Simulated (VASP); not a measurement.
# InSb (F-43m) in VASP: notebook

InSb is run at these levels: PBE, r2SCAN; tasks: single point.

All numbers are computed with VASP 6.6.1; they aren't measurements. Logs are shortened: lines on timing, memory, paths and dates and some standing lists are left out, and cuts for length are marked.

**1. The cell of the first run**

The structure is cubic, space group F-43m (No. 216). Conventional cell: a = 6.821 Å, b = 6.821 Å, c = 6.821 Å, α = 90.00°, β = 90.00°, γ = 90.00°. Within 3.9 Å of In (site symmetry -43m) lie 4 Sb at 2.95 Å. Sb (site symmetry -43m) has 4 In at 2.95 Å within 3.9 Å.

**2. Single point, PBE (strain +4.0%)**

INCAR

```
SYSTEM = InSb
  PREC = Accurate
  ENCUT = 520
  EDIFF = 1E-6
  ISMEAR = -1
  SIGMA = 0.02
  LREAL = .False.
  LASPH = .True.
  NELM = 80
  ALGO = Normal
  ISIF = 2
  LWAVE = .False.
  LCHARG = .False.
  GGA = PE
  NBANDS = 16
```

KPOINTS

```
regular mesh
0
Gamma
  6 6 6
  0 0 0
```

POSCAR

```
InSb
1.0
    0.0000000000      3.4106935382      3.4106935382
    3.4106935382      0.0000000000      3.4106935382
    3.4106935382      3.4106935382      0.0000000000
In Sb
1 1
Direct
    0.0000000000      0.0000000000      0.0000000000
    0.2500000000      0.2500000000      0.2500000000
```

Potentials or basis: VASP PAW PBE potentials, release 64 (In_d, Sb).

Command:

```console
cat potpaw_PBE.64/In_d/POTCAR potpaw_PBE.64/Sb/POTCAR > POTCAR
mpirun -np 1 vasp_std > vasp.out
```

OUTCAR:

```text
SYSTEM = InSb
   PREC = Accurate
   ENCUT = 520
   EDIFF = 1E-6
   ISMEAR = -1
   LREAL = .False.
   LASPH = .True.
   NELM = 80
   ISIF = 2
   GGA = PE

 ion  position               nearest neighbor table
   1  0.000  0.000  0.000-   2 2.95   2 2.95   2 2.95   2 2.95
   2  0.250  0.250  0.250-   1 2.95   1 2.95   1 2.95   1 2.95

  LATTYP: Found a face centered cubic cell.
 ALAT       =     6.8213870764

  Lattice vectors:

 A1 = (   0.0000000000,   3.4106935382,   3.4106935382)
 A2 = (   3.4106935382,   0.0000000000,   3.4106935382)
 A3 = (   3.4106935382,   3.4106935382,   0.0000000000)

Analysis of symmetry for initial positions (statically):
=====================================================================
 Subroutine PRICEL returns:
 Original cell was already a primitive cell.

 Routine SETGRP: Setting up the symmetry group for a
 face centered cubic supercell.

 Subroutine GETGRP returns: Found 24 space group operations
 (whereof 24 operations were pure point group operations)
 out of a pool of 48 trial point group operations.

The static configuration has the point symmetry T_d .

Analysis of symmetry for dynamics (positions and initial velocities):
=====================================================================
 Subroutine PRICEL returns:
 Original cell was already a primitive cell.

 Routine SETGRP: Setting up the symmetry group for a
 face centered cubic supercell.

 Subroutine GETGRP returns: Found 24 space group operations
 (whereof 24 operations were pure point group operations)
 out of a pool of 48 trial point group operations.

The dynamic configuration has the point symmetry T_d .

 Subroutine INISYM returns: Found 24 space group operations
 (whereof 24 operations are pure point group operations),
 and found     1 'primitive' translations

----------------------------------------------------------------------------------------

                                     Primitive cell

  volume of cell :      79.3520

  direct lattice vectors                    reciprocal lattice vectors
     0.000000000  3.410693538  3.410693538    -0.146597750  0.146597750  0.146597750
     3.410693538  0.000000000  3.410693538     0.146597750 -0.146597750  0.146597750
     3.410693538  3.410693538  0.000000000     0.146597750  0.146597750 -0.146597750

  length of vectors
     4.823449059  4.823449059  4.823449059     0.253914752  0.253914752  0.253914752

  position of ions in fractional coordinates (direct lattice)
     0.000000000  0.000000000  0.000000000
     0.250000000  0.250000000  0.250000000

  ion indices of the primitive-cell ions
   primitive index   ion index
                 1           1
                 2           2

----------------------------------------------------------------------------------------

 KPOINTS: regular mesh

Automatic generation of k-mesh.
 Grid dimensions read from file:
 generate k-points for:    6    6    6

 Generating k-lattice:

  Cartesian coordinates                     Fractional coordinates (reciprocal lattice)
    -0.024432958  0.024432958  0.024432958     0.166666667  0.000000000  0.000000000
     0.024432958 -0.024432958  0.024432958     0.000000000  0.166666667  0.000000000
     0.024432958  0.024432958 -0.024432958     0.000000000  0.000000000  0.166666667

  Length of vectors
     0.042319125  0.042319125  0.042319125

  Shift w.r.t. Gamma in fractional coordinates (k-lattice)
     0.000000000  0.000000000  0.000000000

 Subroutine IBZKPT returns following result:
 ===========================================

 Found     16 irreducible k-points:

 Following reciprocal coordinates:
            Coordinates               Weight
  0.000000  0.000000  0.000000      1.000000
  0.166667  0.000000  0.000000      8.000000
  0.333333  0.000000  0.000000      8.000000
  0.500000  0.000000  0.000000      4.000000
  0.166667  0.166667  0.000000      6.000000
  0.333333  0.166667  0.000000     24.000000
[... 8 lines left out ...]
 -0.333333  0.333333  0.166667     24.000000
 -0.333333  0.500000  0.166667     12.000000
   k-points           NKPTS =     16   k-points in BZ     NKDIM =     16   number of bands    NBANDS=     16
   number of dos      NEDOS =    301   number of ions     NIONS =      2
   total plane-waves  NPLWV =  46656
   dimension x,y,z NGX =    36 NGY =   36 NGZ =   36
   dimension x,y,z NGXF=    72 NGYF=   72 NGZF=   72
   ions per type =               1   1
   NGX,Y,Z   is equivalent  to a cutoff of  12.41, 12.41, 12.41 a.u.
   NGXF,Y,Z  is equivalent  to a cutoff of  24.82, 24.82, 24.82 a.u.
 SYSTEM =  InSb
   PREC   = accura    normal or accurate (medium, high low for compatibility)
   ISTART =      0    job   : 0-new  1-cont  2-samecut
   ICHARG =      2    charge: 1-file 2-atom 10-const
   ISPIN  =      1    spin polarized calculation?
   LNONCOLLINEAR =      F non collinear calculations
   LSORBIT =      F    spin-orbit coupling
   LASPH  =      T    aspherical Exc in radial PAW
   ENCUT  =  520.0 eV  38.22 Ry    6.18 a.u.   8.97  8.97  8.97*2*pi/ulx,y,z
   NELM   =     80;   NELMIN=  2; NELMDL= -5     # of ELM steps
   EDIFF  = 0.1E-05   stopping-criterion for ELM
   LREAL  =      F    real-space projection
   EDIFFG = 0.1E-04   stopping-criterion for IOM
   NSW    =      0    number of steps for IOM
   IBRION =     -1    ionic relax: 0-MD 1-quasi-New 2-CG
   NFREE  =      0    steps in history (QN), initial steepest desc. (CG)
   ISIF   =      2    stress and relaxation
   ISYM   =      2    0-nonsym 1-usesym 2-fastsym
   POTIM  = 0.5000    time-step for ionic-motion
   TEBEG  =    0.0;   TEEND  =   0.0 temperature during run
   PSTRESS=    0.0 pullay stress
   NELECT =      18.0000    total number of electrons
   NUPDOWN=      -1.0000    fix difference up-down
   EMIN   =  10.00;   EMAX   =-10.00  energy-range for DOS
   EFERMI =   0.00;   METHOD = LEGACY
   ISMEAR =    -1;   SIGMA  =   0.02  broadening in eV -4-tet -1-fermi 0-gaus
   EFERMI_NEDOS =   21; number of points for ismear=-14 and -15
   IALGO  =     38    algorithm
   IMIX   =      4    mixing-type and parameters
     AMIX     =   0.40;   BMIX     =  1.00
     AMIX_MAG =   1.60;   BMIX_MAG =  1.00
  volume/ion in A,a.u.               =      39.68       267.75
  Fermi-wavevector in a.u.,A,eV,Ry     =   0.998419  1.886739 13.562847  0.996841
  Thomas-Fermi vector in A             =   2.130641
   LORBIT       =      0    0 simple, 1 ext, 2 COOP (PROOUT), +10 PAW based schemes
   GGA     = PE    functional components
   LHFCALC =     F    Hartree Fock is set to
   AEXX    =    0.0000 exact exchange contribution
   IVDW    =     0    specifies the selected vdW correction
   LEPSILON=     F    determine dielectric tensor
   LRPA    =     F    only Hartree local field effects (RPA)
 non-spin polarized calculation
  energy-cutoff  :      520.00
  volume of cell :       79.35
 maximum number of plane-waves:      2158
   NGX = 17   NGY = 17   NGZ = 17

 number of electron      17.9999990 magnetization

 Free energy of the ion-electron system (eV)
  ---------------------------------------------------
  ext. energy  EPLUGINS =         0.00000000
  ---------------------------------------------------
  free energy    TOTEN  =        -6.88106583 eV

  energy without entropy =       -6.88071214  energy(sigma->0) =       -6.88088898

 E-fermi :   3.6308     XC(G=0):  -8.0358

 val. band max:        3.6169596448   @ k =   0.0000   0.0000   0.0000
 cond. band min:       3.9078743896   @ k =   0.5000   0.0000   0.0000
 fundamental gap:      0.2909147449
 Fermi energy:         3.6308228872

 k-point     1 :       0.0000    0.0000    0.0000
  band No.  band energies     occupation
      1     -10.7418      2.00000
      2     -10.7418      2.00000
      3     -10.7418      2.00000
      4     -10.6925      2.00000
      5     -10.6925      2.00000
      6      -6.2257      2.00000
[... 8 lines left out ...]
     15      11.5826      0.00000
     16      11.5826      0.00000

 k-point     2 :       0.1667    0.0000    0.0000
  band No.  band energies     occupation
      1     -10.7478      2.00000
      2     -10.7389      2.00000
      3     -10.7389      2.00000
      4     -10.6925      2.00000
      5     -10.6925      2.00000
      6      -6.0311      2.00000
[... 8 lines left out ...]
     15      10.8112      0.00000
     16      10.8112      0.00000

 k-point     3 :       0.3333    0.0000    0.0000
  band No.  band energies     occupation
      1     -10.7598      2.00000
      2     -10.7337      2.00000
      3     -10.7337      2.00000
      4     -10.6920      2.00000
      5     -10.6920      2.00000
      6      -5.5446      2.00000
[... 8 lines left out ...]
     15      11.1241      0.00000
     16      11.1241      0.00000

 k-point     4 :       0.5000    0.0000    0.0000
  band No.  band energies     occupation
      1     -10.7658      2.00000
      2     -10.7315      2.00000
      3     -10.7315      2.00000
      4     -10.6913      2.00000
      5     -10.6913      2.00000
      6      -5.2138      2.00000
[... 8 lines left out ...]
     15      12.3684      0.00000
     16      12.3684      0.00000

 k-point     5 :       0.1667    0.1667    0.0000
  band No.  band energies     occupation
      1     -10.7532      2.00000
      2     -10.7360      2.00000
      3     -10.7360      2.00000
      4     -10.6945      2.00000
      5     -10.6911      2.00000
      6      -5.9646      2.00000
[... 8 lines left out ...]
     15      10.6468      0.00000
     16      11.8526      0.00000

 k-point     6 :       0.3333    0.1667    0.0000
  band No.  band energies     occupation
      1     -10.7633      2.00000
      2     -10.7314      2.00000
      3     -10.7304      2.00000
      4     -10.6956      2.00000
      5     -10.6901      2.00000
      6      -5.5640      2.00000
[... 8 lines left out ...]
     15      11.6319      0.00000
     16      11.9779      0.00000

 k-point     7 :       0.5000    0.1667    0.0000
  band No.  band energies     occupation
      1     -10.7692      2.00000
      2     -10.7293      2.00000
      3     -10.7278      2.00000
      4     -10.6941      2.00000
      5     -10.6905      2.00000
      6      -5.1266      2.00000
[... 8 lines left out ...]
     15      12.0460      0.00000
     16      12.4506      0.00000

 k-point     8 :      -0.3333    0.1667    0.0000
  band No.  band energies     occupation
      1     -10.7663      2.00000
      2     -10.7301      2.00000
      3     -10.7299      2.00000
      4     -10.6927      2.00000
      5     -10.6920      2.00000
      6      -5.2466      2.00000
[... 8 lines left out ...]
     15      11.1268      0.00000
     16      12.3103      0.00000

 k-point     9 :      -0.1667    0.1667    0.0000
  band No.  band energies     occupation
      1     -10.7566      2.00000
      2     -10.7356      2.00000
      3     -10.7334      2.00000
      4     -10.6937      2.00000
      5     -10.6916      2.00000
      6      -5.7321      2.00000
[... 8 lines left out ...]
     15      11.0889      0.00000
     16      11.3917      0.00000

 k-point    10 :       0.3333    0.3333    0.0000
  band No.  band energies     occupation
      1     -10.7746      2.00000
      2     -10.7240      2.00000
      3     -10.7240      2.00000
      4     -10.6992      2.00000
      5     -10.6883      2.00000
      6      -5.2869      2.00000
[... 8 lines left out ...]
     15      12.6384      0.00000
     16      13.0902      0.00000

 k-point    11 :       0.5000    0.3333    0.0000
  band No.  band energies     occupation
      1     -10.7791      2.00000
      2     -10.7222      2.00000
      3     -10.7210      2.00000
      4     -10.6993      2.00000
      5     -10.6884      2.00000
      6      -4.9131      2.00000
[... 8 lines left out ...]
     15      12.7973      0.00000
     16      12.9367      0.00000

 k-point    12 :      -0.3333    0.3333    0.0000
  band No.  band energies     occupation
      1     -10.7744      2.00000
      2     -10.7258      2.00000
      3     -10.7236      2.00000
      4     -10.6957      2.00000
      5     -10.6910      2.00000
      6      -4.8926      2.00000
[... 8 lines left out ...]
     15      11.1843      0.00000
     16      13.9650      0.00000

 k-point    13 :       0.5000    0.5000    0.0000
  band No.  band energies     occupation
      1     -10.7848      2.00000
      2     -10.7179      2.00000
      3     -10.7179      2.00000
      4     -10.7019      2.00000
      5     -10.6870      2.00000
      6      -4.7775      2.00000
[... 8 lines left out ...]
     15      13.0652      0.00000
     16      13.4759      0.00000

 k-point    14 :       0.5000    0.3333    0.1667
  band No.  band energies     occupation
      1     -10.7714      2.00000
      2     -10.7280      2.00000
      3     -10.7247      2.00000
      4     -10.6965      2.00000
      5     -10.6899      2.00000
      6      -5.1559      2.00000
[... 8 lines left out ...]
     15      11.9049      0.00000
     16      13.1705      0.00000

 k-point    15 :      -0.3333    0.3333    0.1667
  band No.  band energies     occupation
      1     -10.7742      2.00000
      2     -10.7276      2.00000
      3     -10.7221      2.00000
      4     -10.6957      2.00000
      5     -10.6909      2.00000
      6      -4.8924      2.00000
[... 8 lines left out ...]
     15      12.6419      0.00000
     16      12.9484      0.00000

 k-point    16 :      -0.3333    0.5000    0.1667
  band No.  band energies     occupation
      1     -10.7793      2.00000
      2     -10.7241      2.00000
      3     -10.7188      2.00000
      4     -10.6986      2.00000
      5     -10.6893      2.00000
      6      -4.7640      2.00000
[... 8 lines left out ...]
     15      12.6409      0.00000
     16      13.4763      0.00000

------------------------ aborting loop because EDIFF is reached ----------------------------------------

  FORCE on cell =-STRESS in cart. coord.  units (eV):
  Direction    XX          YY          ZZ          XY          YZ          ZX
  --------------------------------------------------------------------------------------
  -------------------------------------------------------------------------------------
  Total       -1.2225023     -1.2225023     -1.2225023      0.0000000      0.0000000     -0.0000000
  in kB      -24.6832411    -24.6832411    -24.6832411      0.0000000      0.0000000     -0.0000000
  external PRESSURE =     -24.6832411 kB  Pullay stress =       0.0000000 kB

 VOLUME and BASIS-vectors are now :
 -----------------------------------------------------------------------------
  energy-cutoff  :      520.00
  volume of cell :       79.35
      direct lattice vectors                 reciprocal lattice vectors
     0.000000000  3.410693538  3.410693538    -0.146597750  0.146597750  0.146597750
     3.410693538  0.000000000  3.410693538     0.146597750 -0.146597750  0.146597750
     3.410693538  3.410693538  0.000000000     0.146597750  0.146597750 -0.146597750

 POSITION                                       TOTAL-FORCE (eV/Angst)
 -----------------------------------------------------------------------------------
      0.00000      0.00000      0.00000        -0.000000      0.000000     -0.000000
      1.70535      1.70535      1.70535         0.000000     -0.000000      0.000000
 -----------------------------------------------------------------------------------
    total drift:                               -0.000000     -0.000000     -0.000000

  FREE ENERGIE OF THE ION-ELECTRON SYSTEM (eV)
  ---------------------------------------------------
  free  energy   TOTEN  =        -6.8810658272 eV

  energy  without entropy=       -6.8807121404  energy(sigma->0) =       -6.88088898
```

It took 22 s on 1 thread of Intel Xeon Platinum 8375C at 2.90GHz (Ice Lake), shared host; peak memory 0.21 GiB.

What came out:

- Free energy: -6.8811 eV
- Pressure: -2.5 GPa
- Band gap on the k mesh: zero (filled and empty bands touch)

Caveat: the cell differs from its parent crystal (strain +4.0%); semilocal functionals underestimate gaps, so a narrow gap can read as zero; spin-orbit coupling is left out, which moves the levels of the heavy elements.

**3. Single point, r2SCAN (strain -4.0%)**

POSCAR

```
InSb
1.0
    0.0000000000      3.1483324968      3.1483324968
    3.1483324968      0.0000000000      3.1483324968
    3.1483324968      3.1483324968      0.0000000000
In Sb
1 1
Direct
    0.0000000000      0.0000000000      0.0000000000
    0.2500000000      0.2500000000      0.2500000000
```

INCAR.step1

```
PREC     = Accurate       # precision mode
ENCUT    = 520            # plane-wave cutoff, eV
ISMEAR   = 0              # smearing method
SIGMA    = 0.01           # smearing width, eV
LREAL    = False          # projectors in reciprocal space
LASPH    = True           # aspherical terms in the spheres
NELM     = 100            # most SCF steps
NBANDS   = 16             # bands
GGA      = PE             # functional
ALGO     = Normal         # electronic algorithm
EDIFF    = 1E-4           # SCF threshold, eV
LWAVE    = True           # write WAVECAR
LCHARG   = False          # write CHGCAR
```

INCAR.step2

```
PREC     = Accurate       # precision mode
ENCUT    = 520            # plane-wave cutoff, eV
EDIFF    = 1E-6           # SCF threshold, eV
ISMEAR   = 0              # smearing method
SIGMA    = 0.01           # smearing width, eV
LREAL    = False          # projectors in reciprocal space
LASPH    = True           # aspherical terms in the spheres
NELM     = 100            # most SCF steps
ALGO     = Normal         # electronic algorithm
ISIF     = 2              # what is computed and relaxed
LWAVE    = False          # write WAVECAR
LCHARG   = True           # write CHGCAR
METAGGA  = R2SCAN         # meta-GGA
LMIXTAU  = True         
LELF     = True           # ELF
LVHAR    = True         
NBANDS   = 16             # bands
ISTART   = 1
```

KPOINTS

```
Automatic mesh
0
Gamma
  6 6 6
```

Potentials or basis: VASP PAW PBE potentials, release 64 (In_d, Sb).

Command:

```console
cat potpaw_PBE.64/In_d/POTCAR potpaw_PBE.64/Sb/POTCAR > POTCAR
cp INCAR.step1 INCAR
mpirun -np 1 vasp_std > vasp.out
cp INCAR.step2 INCAR
mpirun -np 1 vasp_std > vasp.out
```

Wall time 96 s (1 thread of Intel Xeon Platinum 8375C at 2.90GHz (Ice Lake), shared host); peak memory 0.21 GiB.

The run converged. Its results:

```yaml
Free_energy: -48.5893 eV
Pressure: 7.0 GPa
Band_gap_on_the_k_mesh: 0.78 eV
```

Levels at points of the mesh, in eV from the valence-band top:
| k point | band 6 | band 7 | band 8 | band 9 | band 10 | band 11 | band 12 | band 13 |
| --- | --- | --- | --- | --- | --- | --- | --- | --- |
| (0.00, 0.00, 0.00) | -11.73 | 0.00 | 0.00 | 0.00 | 0.78 | 3.18 | 3.18 | 3.18 |
| (0.50, 0.00, 0.00) | -10.04 | -6.24 | -1.20 | -1.20 | 1.01 | 4.09 | 4.09 | 6.42 |
| (0.50, 0.50, 0.00) | -9.27 | -6.49 | -2.68 | -2.68 | 1.41 | 1.49 | 9.27 | 9.27 |

Caveat: the cell differs from its parent crystal (strain -4.0%); the cell stands under pressure; the PAW data sets were made with another functional, which shifts forces and pressure a little; spin-orbit coupling is left out, which moves the levels of the heavy elements. A k mesh can miss the band edges.

[end of part 1 of 2]
